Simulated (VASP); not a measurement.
# PbF2 (Fluorocronite) (Fm-3m) in VASP: further runs, part 2 of 2

VASP 6.6.1.

### 4 Single point, LDA

This run uses another cell than the first one, of 18.05 Å³/atom, 1.040 times its volume.

Contents of INCAR:

```
SYSTEM = PbF2
PREC = Accurate
ENCUT = 600
EDIFF = 1E-6
ISMEAR = -1
SIGMA = 0.05
LREAL = .False.
LASPH = .True.
NELM = 120
ALGO = Normal
ISIF = 2
LWAVE = .False.
LCHARG = .False.
GGA = CA
NBANDS = 21
GGA_COMPAT = .False.
```

Contents of KPOINTS:

```
regular mesh
0
Gamma
  7 7 7
  0 0 0
```

Contents of POSCAR:

```
PbF2
1.0
    0.0000000000      3.0026599987      3.0026599987
    3.0026599987      0.0000000000      3.0026599987
    3.0026599987      3.0026599987      0.0000000000
Pb F
1 2
Direct
    0.0000000000      0.0000000000      0.0000000000
    0.7500000000      0.7500000000      0.7500000000
    0.2500000000      0.2500000000      0.2500000000
```

Potentials or basis: VASP PAW LDA potentials, release 64 (Pb_d, F).

Launch:

```
$ cat potpaw_LDA.64/Pb_d/POTCAR potpaw_LDA.64/F/POTCAR > POTCAR
$ mpirun -np 1 vasp_std > vasp.out
```

OUTCAR:

```text
SYSTEM = PbF2
   PREC = Accurate
   ENCUT = 600
   EDIFF = 1E-6
   ISMEAR = -1
   LREAL = .False.
   LASPH = .True.
   NELM = 120
   ISIF = 2
   GGA = CA

 ion  position               nearest neighbor table
   1  0.000  0.000  0.000-   2 2.60   2 2.60   2 2.60   3 2.60   3 2.60   3 2.60   3 2.60   2 2.60

   2  0.750  0.750  0.750-   1 2.60   1 2.60   1 2.60   1 2.60
   3  0.250  0.250  0.250-   1 2.60   1 2.60   1 2.60   1 2.60

  LATTYP: Found a face centered cubic cell.
 ALAT       =     6.0053199974

  Lattice vectors:

 A1 = (   0.0000000000,   3.0026599987,   3.0026599987)
 A2 = (   3.0026599987,   0.0000000000,   3.0026599987)
 A3 = (   3.0026599987,   3.0026599987,   0.0000000000)

Analysis of symmetry for initial positions (statically):
=====================================================================
 Subroutine PRICEL returns:
 Original cell was already a primitive cell.

 Routine SETGRP: Setting up the symmetry group for a
 face centered cubic supercell.

 Subroutine GETGRP returns: Found 48 space group operations
 (whereof 48 operations were pure point group operations)
 out of a pool of 48 trial point group operations.

The static configuration has the point symmetry O_h .

Analysis of symmetry for dynamics (positions and initial velocities):
=====================================================================
 Subroutine PRICEL returns:
 Original cell was already a primitive cell.

 Routine SETGRP: Setting up the symmetry group for a
 face centered cubic supercell.

 Subroutine GETGRP returns: Found 48 space group operations
 (whereof 48 operations were pure point group operations)
 out of a pool of 48 trial point group operations.

The dynamic configuration has the point symmetry O_h .

 Subroutine INISYM returns: Found 48 space group operations
 (whereof 48 operations are pure point group operations),
 and found     1 'primitive' translations

----------------------------------------------------------------------------------------

                                     Primitive cell

  volume of cell :      54.1438

  direct lattice vectors                    reciprocal lattice vectors
     0.000000000  3.002659999  3.002659999    -0.166519020  0.166519020  0.166519020
     3.002659999  0.000000000  3.002659999     0.166519020 -0.166519020  0.166519020
     3.002659999  3.002659999  0.000000000     0.166519020  0.166519020 -0.166519020

  length of vectors
     4.246402493  4.246402493  4.246402493     0.288419403  0.288419403  0.288419403

  position of ions in fractional coordinates (direct lattice)
     0.000000000  0.000000000  0.000000000
     0.750000000  0.750000000  0.750000000
     0.250000000  0.250000000  0.250000000

  ion indices of the primitive-cell ions
   primitive index   ion index
                 1           1
                 2           2
                 3           3

----------------------------------------------------------------------------------------

 KPOINTS: regular mesh

Automatic generation of k-mesh.
 Grid dimensions read from file:
 generate k-points for:    7    7    7

 Generating k-lattice:

  Cartesian coordinates                     Fractional coordinates (reciprocal lattice)
    -0.023788431  0.023788431  0.023788431     0.142857143  0.000000000  0.000000000
     0.023788431 -0.023788431  0.023788431     0.000000000  0.142857143  0.000000000
     0.023788431  0.023788431 -0.023788431     0.000000000  0.000000000  0.142857143

  Length of vectors
     0.041202772  0.041202772  0.041202772

  Shift w.r.t. Gamma in fractional coordinates (k-lattice)
     0.000000000  0.000000000  0.000000000

 Subroutine IBZKPT returns following result:
 ===========================================

 Found     20 irreducible k-points:

 Following reciprocal coordinates:
            Coordinates               Weight
  0.000000  0.000000  0.000000      1.000000
  0.142857  0.000000  0.000000      8.000000
  0.285714  0.000000  0.000000      8.000000
  0.428571  0.000000  0.000000      8.000000
  0.142857  0.142857  0.000000      6.000000
  0.285714  0.142857  0.000000     24.000000
[... 12 lines left out ...]
 -0.428571  0.428571  0.142857     24.000000
 -0.285714  0.428571  0.142857     24.000000
   k-points           NKPTS =     20   k-points in BZ     NKDIM =     20   number of bands    NBANDS=     21
   number of dos      NEDOS =    301   number of ions     NIONS =      3
   total plane-waves  NPLWV =  46656
   dimension x,y,z NGX =    36 NGY =   36 NGZ =   36
   dimension x,y,z NGXF=    72 NGYF=   72 NGZF=   72
   ions per type =               1   2
   NGX,Y,Z   is equivalent  to a cutoff of  14.09, 14.09, 14.09 a.u.
   NGXF,Y,Z  is equivalent  to a cutoff of  28.19, 28.19, 28.19 a.u.
 SYSTEM =  PbF2
   PREC   = accura    normal or accurate (medium, high low for compatibility)
   ISTART =      0    job   : 0-new  1-cont  2-samecut
   ICHARG =      2    charge: 1-file 2-atom 10-const
   ISPIN  =      1    spin polarized calculation?
   LNONCOLLINEAR =      F non collinear calculations
   LSORBIT =      F    spin-orbit coupling
   LASPH  =      T    aspherical Exc in radial PAW
   ENCUT  =  600.0 eV  44.10 Ry    6.64 a.u.   8.48  8.48  8.48*2*pi/ulx,y,z
   NELM   =    120;   NELMIN=  2; NELMDL= -5     # of ELM steps
   EDIFF  = 0.1E-05   stopping-criterion for ELM
   LREAL  =      F    real-space projection
[... 7 lines left out ...]
   TEBEG  =    0.0;   TEEND  =   0.0 temperature during run
   PSTRESS=    0.0 pullay stress
   NELECT =      28.0000    total number of electrons
   NUPDOWN=      -1.0000    fix difference up-down
   EMIN   =  10.00;   EMAX   =-10.00  energy-range for DOS
   EFERMI =   0.00;   METHOD = LEGACY
   ISMEAR =    -1;   SIGMA  =   0.05  broadening in eV -4-tet -1-fermi 0-gaus
   EFERMI_NEDOS =   21; number of points for ismear=-14 and -15
   IALGO  =     38    algorithm
   IMIX   =      4    mixing-type and parameters
     AMIX     =   0.40;   BMIX     =  1.00
     AMIX_MAG =   1.60;   BMIX_MAG =  1.00
  volume/ion in A,a.u.               =      18.05       121.79
  Fermi-wavevector in a.u.,A,eV,Ry     =   1.314048  2.483191 23.493494  1.726723
  Thomas-Fermi vector in A             =   2.444328
   LORBIT       =      0    0 simple, 1 ext, 2 COOP (PROOUT), +10 PAW based schemes
   GGA     = CA    functional components
   LHFCALC =     F    Hartree Fock is set to
   AEXX    =    0.0000 exact exchange contribution
   IVDW    =     0    specifies the selected vdW correction
   LEPSILON=     F    determine dielectric tensor
   LRPA    =     F    only Hartree local field effects (RPA)
 non-spin polarized calculation
  energy-cutoff  :      600.00
  volume of cell :       54.14
 maximum number of plane-waves:      1829
 NGX is ok and might be reduce to    36
   NGX = 17   NGY = 17   NGZ = 17

 number of electron      27.9999997 magnetization

 Free energy of the ion-electron system (eV)
  ---------------------------------------------------
  ext. energy  EPLUGINS =         0.00000000
  ---------------------------------------------------
  free energy    TOTEN  =       -15.84777122 eV

  energy without entropy =      -15.84777122  energy(sigma->0) =      -15.84777122

 E-fermi :   2.1750     XC(G=0):  -9.8708

 val. band max:        1.0227049571   @ k =  -0.2857   0.4286   0.1429
 cond. band min:       5.2862629373   @ k =   0.4286   0.4286   0.0000
 fundamental gap:      4.2635579802
 Fermi energy:         2.1750415658

 k-point     1 :       0.0000    0.0000    0.0000
  band No.  band energies     occupation
      1     -19.3627      2.00000
      2     -18.7625      2.00000
      3     -13.2642      2.00000
      4     -13.2642      2.00000
      5     -13.2642      2.00000
      6     -13.2084      2.00000
[... 13 lines left out ...]
     20      15.7770      0.00000
     21      17.9635      0.00000

 k-point     2 :       0.1429    0.0000    0.0000
  band No.  band energies     occupation
      1     -19.3251      2.00000
      2     -18.7968      2.00000
      3     -13.2572      2.00000
      4     -13.2572      2.00000
      5     -13.2263      2.00000
      6     -13.2082      2.00000
[... 424 lines left out ...]
 k-point    20 :      -0.2857    0.4286    0.1429
  band No.  band energies     occupation
      1     -19.0453      2.00000
      2     -19.0384      2.00000
      3     -13.2267      2.00000
      4     -13.1998      2.00000
      5     -13.1923      2.00000
      6     -13.1308      2.00000
[... 13 lines left out ...]
     20      16.6453      0.00000
     21      17.1463      0.00000

------------------------ aborting loop because EDIFF is reached ----------------------------------------

  FORCE on cell =-STRESS in cart. coord.  units (eV):
  Direction    XX          YY          ZZ          XY          YZ          ZX
  --------------------------------------------------------------------------------------
  -------------------------------------------------------------------------------------
  Total       -2.3380081     -2.3380081     -2.3380081      0.0000000      0.0000000      0.0000000
  in kB      -69.1843903    -69.1843903    -69.1843903      0.0000000      0.0000000      0.0000000
  external PRESSURE =     -69.1843903 kB  Pullay stress =       0.0000000 kB

 VOLUME and BASIS-vectors are now :
 -----------------------------------------------------------------------------
  energy-cutoff  :      600.00
  volume of cell :       54.14
      direct lattice vectors                 reciprocal lattice vectors
     0.000000000  3.002659999  3.002659999    -0.166519020  0.166519020  0.166519020
     3.002659999  0.000000000  3.002659999     0.166519020 -0.166519020  0.166519020
     3.002659999  3.002659999  0.000000000     0.166519020  0.166519020 -0.166519020

 POSITION                                       TOTAL-FORCE (eV/Angst)
 -----------------------------------------------------------------------------------
      0.00000      0.00000      0.00000        -0.000000      0.000000     -0.000000
      4.50399      4.50399      4.50399        -0.000000     -0.000000     -0.000000
      1.50133      1.50133      1.50133         0.000000      0.000000      0.000000
 -----------------------------------------------------------------------------------
    total drift:                                0.000000      0.000000      0.000000

  FREE ENERGIE OF THE ION-ELECTRON SYSTEM (eV)
  ---------------------------------------------------
  free  energy   TOTEN  =       -15.8477712225 eV

  energy  without entropy=      -15.8477712224  energy(sigma->0) =      -15.84777122
```

OSZICAR:

```text
N       E                     dE             d eps       ncg     rms          rms(c)
DAV:   1     0.305067192374E+03    0.30507E+03   -0.15863E+04   848   0.166E+03
DAV:   2     0.116744632164E+02   -0.29339E+03   -0.27541E+03   906   0.439E+02
DAV:   3    -0.168509599298E+02   -0.28525E+02   -0.28092E+02   963   0.142E+02
DAV:   4    -0.177154308815E+02   -0.86447E+00   -0.86350E+00   996   0.257E+01
DAV:   5    -0.177428553058E+02   -0.27424E-01   -0.27421E-01  1029   0.479E+00    0.758E+00
DAV:   6    -0.159357749689E+02    0.18071E+01   -0.85115E+00  1170   0.226E+01    0.283E+00
DAV:   7    -0.158858386254E+02    0.49936E-01   -0.46262E-01   860   0.414E+00    0.150E+00
DAV:   8    -0.158501240678E+02    0.35715E-01   -0.11334E-01  1044   0.329E+00    0.489E-01
DAV:   9    -0.158474956563E+02    0.26284E-02   -0.16523E-02  1011   0.878E-01    0.970E-02
DAV:  10    -0.158478290225E+02   -0.33337E-03   -0.10150E-03   918   0.375E-01    0.392E-02
DAV:  11    -0.158477736611E+02    0.55361E-04   -0.11189E-04  1024   0.115E-01    0.155E-02
DAV:  12    -0.158477707567E+02    0.29044E-05   -0.37222E-05  1171   0.655E-02    0.587E-03
DAV:  13    -0.158477712225E+02   -0.46583E-06   -0.21668E-06   889   0.135E-02
   1 F= -.15847771E+02 E0= -.15847771E+02  d E =-.617157E-10
```

Run time: 32 s. Hardware: 1 thread of Intel Xeon 6975P-C, shared host; peak memory 0.18 GiB.

Results:

```yaml
Free_energy: -15.8478 eV
Pressure: -6.9 GPa
Band_gap_on_the_k_mesh: 4.26 eV, indirect (least direct gap 4.48 eV)
```

Caveat: spin-orbit coupling is left out, which moves the levels of the heavy elements.

### 5 The runs side by side

| cell | gap on the mesh (eV) | pressure (GPa) |
| --- | --- | --- |
| a = 4.191 Å, angles 60.0°, 3 atoms | 4.26 | -4.6 |
| a = 4.219 Å, angles 60.0°, 3 atoms | 4.26 | -5.8 |
| a = 4.246 Å, angles 60.0°, 3 atoms | 4.26 | -6.9 |

Alike in all rows: task single point; level LDA; potentials or basis VASP PAW LDA potentials, release 64 (Pb_d, F); no spin polarisation; k mesh 7 × 7 × 7; cutoff (eV) 600; smearing fermi-dirac 0.05 eV.

Caveats: spin-orbit coupling is left out, which moves the levels of the heavy elements.

Absolute energies hang on the potentials; compare differences alone.
